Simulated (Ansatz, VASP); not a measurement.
# One calculation of BAs, two programs

```
B As
1.0
     0.00000    2.52507    2.14631
     2.52507    0.00000    2.14631
     2.52507    2.52507    0.00000
B As
1 1
Direct
  0.00000 0.00000 0.00000
  0.75000 0.75000 0.75000
```

Alike in both runs: task single point; functional r2SCAN; k mesh 12 × 12 × 12; occupations gaussian, width 0.05 eV; no spin polarisation.

|  | VASP | Ansatz |
| --- | --- | --- |
| version | VASP 6.6.1 | Ansatz 0.2.0 |
| potentials or method | VASP PAW PBE potentials, release 64 (B, As), cutoff 520 eV | scalar-relativistic, plane waves, PAW |
| valence electrons in the cell | 8 | 18 |

|  | VASP | Ansatz | Ansatz less VASP |
| --- | --- | --- | --- |
| gap on the k mesh at the Fermi level (eV) | none | none | - |
| pressure (GPa) | -0.2 | -0.4 | -0.21 |
| traceless stress, the component that is largest in VASP (GPa) | 17.67 | 17.70 | +0.035 |

VASP's potentials were made for PBE, not for r2SCAN. A gap of «none» marks a metal or a gap that the smearing closes. VASP's potentials hold 8 valence electrons a cell and Ansatz's 18, so a difference there can come from the potentials and not from the codes.
